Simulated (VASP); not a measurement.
Wanted: the native input for a VASP 6.6.1 run.

| Quantity | Value |
| --- | --- |
| Task | single point |
| Functional | PBE |
| Potentials or basis | VASP PAW PBE potentials, release 64 (Pb_d) |
| Cutoff | 520 eV |
| k mesh | 13 × 13 × 13 |
| Occupations | fermi-dirac, width 0.1 eV |
| Spin | no spin polarisation |
| Dipole correction | no |
| Further INCAR settings | ALGO = Normal; EDIFF = 1e-06; NBANDS = 13 |

The structure of Pb lies in POSCAR:

```
Pb
1.0
   -1.9430765928      1.9430765928      1.9430765928
    1.9430765928     -1.9430765928      1.9430765928
    1.9430765928      1.9430765928     -1.9430765928
Pb
1
Direct
    0.0000000000      0.0000000000      0.0000000000
```

This isn't the form of Pb at room conditions, which is fcc.

These files were run (other wordings do the same):

INCAR

```
SYSTEM = Pb
ALGO = Normal
EDIFF = 1E-6
ENCUT = 520
GGA = PE
ISIF = 2
ISMEAR = -1
LASPH = .TRUE.
LCHARG = .FALSE.
LREAL = .FALSE.
LWAVE = .FALSE.
NBANDS = 13
NELM = 100
PREC = Accurate
SIGMA = 0.1
```

KPOINTS

```
k-points
0
G
  13 13 13
  0 0 0
```

Potentials or basis: VASP PAW PBE potentials, release 64 (Pb_d).

Launch:

```sh
$ cat potpaw_PBE.64/Pb_d/POTCAR > POTCAR
$ mpirun -np 1 vasp_std > vasp.out
```

Results of the run:

```
Pressure               : 3.9 GPa
Band gap on the k mesh : zero (bands 7 and 8 overlap by 9.97 eV)
```

Caveat: the cell stands under pressure; spin-orbit coupling is left out, which moves the levels of the heavy elements.

Run time: 36 s on 1 thread of Intel Xeon 8259CL, with other jobs on the host, peak memory 0.17 GiB.
